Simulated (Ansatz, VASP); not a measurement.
## Two plane-wave programs on MoSe

The input INCAR:

```
PREC     = Accurate       # precision mode
ENCUT    = 520            # plane-wave cutoff, eV
EDIFF    = 1E-7           # SCF threshold, eV
ISMEAR   = 0              # smearing method
SIGMA    = 0.1            # smearing width, eV
LREAL    = F              # projectors in reciprocal space
LASPH    = T              # aspherical terms in the spheres
NELM     = 150            # most SCF steps
ALGO     = Normal         # electronic algorithm
ISIF     = 2              # what is computed and relaxed
LWAVE    = F              # write WAVECAR
LCHARG   = T              # write CHGCAR
ISPIN    = 2              # spin polarisation
MAGMOM   = 3.5 0          # initial moments
LORBIT   = 11             # projections on sites
LMAXMIX  = 4              # l up to which the mixer works
GGA      = PE             # functional
LELF     = T              # ELF
LVHAR    = T            
NBANDS   = 21             # bands
```

KPOINTS

```
Automatic mesh
0
Gamma
  14 14 14
```

Contents of POSCAR:

```
MoSe
1.0
    0.0000000000      2.6101627283      2.6101627283
    2.6101627283      0.0000000000      2.6101627283
    2.6101627283      2.6101627283      0.0000000000
Mo Se
1 1
Direct
    0.0000000000      0.0000000000      0.0000000000
    0.5000000000      0.5000000000      0.5000000000
```

Input for Ansatz:

```yaml
crystal:
  lattice:
    - [0.0, 2.6101627283, 2.6101627283]
    - [2.6101627283, 0.0, 2.6101627283]
    - [2.6101627283, 2.6101627283, 0.0]
  atoms:
    - { symbol: Mo, position: [0.0, 0.0, 0.0], spin: 3.5 }
    - { symbol: Se, position: [0.5, 0.5, 0.5] }
basis:
  ecutwfc: 420
kpoints:
  mp_grid: { grid: [14, 14, 14] }
hamiltonian:
  xc: pbe
scf:
  occupations: { method: gaussian, width: 0.1 }
  lower_state_search: "off"
output:
  forces: true
  stress: true
  eigenvalues: true
  populations: true
magnetization:
  spin_polarized: true
```

Alike in both runs: task single point; functional PBE; k mesh 14 × 14 × 14; occupations gaussian, width 0.1 eV; collinear spin.

|  | VASP | Ansatz |
| --- | --- | --- |
| version | VASP 6.6.1 | Ansatz 0.2.0 |
| potentials or method | VASP PAW PBE potentials, release 64 (Mo_sv, Se), cutoff 520 eV | scalar-relativistic, plane waves, PAW |
| valence electrons in the cell | 20 | 30 |

VASP gave:

* gap on the k mesh at the Fermi level (eV): none
* pressure (GPa): 5.3
* net moment per atom (μB): 0.87
* size of the moment on the site where the two differ most (μB): 1.56

Q: Estimate Ansatz's values.

A: gap on the k mesh at the Fermi level (eV): none; pressure (GPa): 5.3; net moment per atom (μB): 0.90; size of the moment on the site where the two differ most (μB): 1.38.

Site moments also hang on the region over which each program counts them. A gap of «none» marks a metal or a gap that the smearing closes. VASP's potentials hold 20 valence electrons a cell and Ansatz's 30, so a difference there can come from the potentials and not from the codes.
